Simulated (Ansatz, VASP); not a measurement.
**TePb: VASP beside Ansatz**

```
Pb Te
1.0
     0.00000    3.17914    3.17914
     3.17914    0.00000    3.17914
     3.17914    3.17914    0.00000
Pb Te
1 1
Direct
  0.50000 0.50000 0.50000
  0.00000 0.00000 0.00000
```

Alike in both runs: task single point; functional PBEsol; k mesh 6 × 6 × 6; occupations gaussian, width 0.05 eV; no spin polarisation.

|  | VASP | Ansatz |
| --- | --- | --- |
| version | VASP 6.6.1 | Ansatz 0.2.0 |
| potentials or method | VASP PAW PBE potentials, release 64 (Pb_d, Te), cutoff 500 eV | scalar-relativistic, plane waves, PAW |
| valence electrons in the cell | 20 | 30 |

Ansatz gave:

```
gap on the k mesh at the Fermi level (eV) : 0.55
least direct gap on the mesh (eV)         : 0.55
pressure (GPa)                            : 2.0
```

Task: Estimate VASP's values.

Result: gap on the k mesh at the Fermi level (eV): 0.56; least direct gap on the mesh (eV): 0.56; pressure (GPa): 1.9.

VASP's potentials were made for PBE, not for PBEsol. With one functional, cell and mesh, what is left measures potentials, basis and numerics. VASP's potentials hold 20 valence electrons a cell and Ansatz's 30, so a difference there can come from the potentials and not from the codes.

Spin-orbit coupling is off throughout.
